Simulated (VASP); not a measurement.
A run of VASP 6.6.1 is set up as follows.

INCAR

```
PREC = Accurate ; ENCUT = 500
EDIFF = 1E-6 ; ISMEAR = 0
SIGMA = 0.01 ; LREAL = F
LASPH = T ; NELM = 120
ALGO = Normal ; ISIF = 2
LWAVE = F ; LCHARG = F
GGA = PE ; NBANDS = 16
GGA_COMPAT = F
```

The input KPOINTS:

```
regular mesh
0
Gamma
  5 5 4
```

The input POSCAR:

```
Se
1.0
    4.5071414401      0.0000000000      0.0000000000
   -2.2535707201      3.9032988638      0.0000000000
    0.0000000000      0.0000000000      5.1135027799
Se
3
Direct
    0.2254000000      0.0000000000      0.3333333333
    0.0000000000      0.2254000000      0.6666666667
    0.7746000000      0.7746000000      0.0000000000
```

Potentials or basis: VASP PAW PBE potentials, release 64 (Se).

Command:

```sh
$ cat potpaw_PBE.64/Se/POTCAR > POTCAR
$ mpirun -np 1 vasp_std > vasp.out
```

Q: Estimate the band gap on the k mesh.

A: 1.23 eV.

Q: Estimate the largest force.

A: 0.458 eV/Å.

Forces in eV/Å, atoms in the order of the input:
```
Se  -0.458  0.000  0.000
Se   0.229 -0.397  0.000
Se   0.229  0.397  0.000
```

Caveat: an odd mesh through Γ misses points on the zone boundary, where band edges can lie.
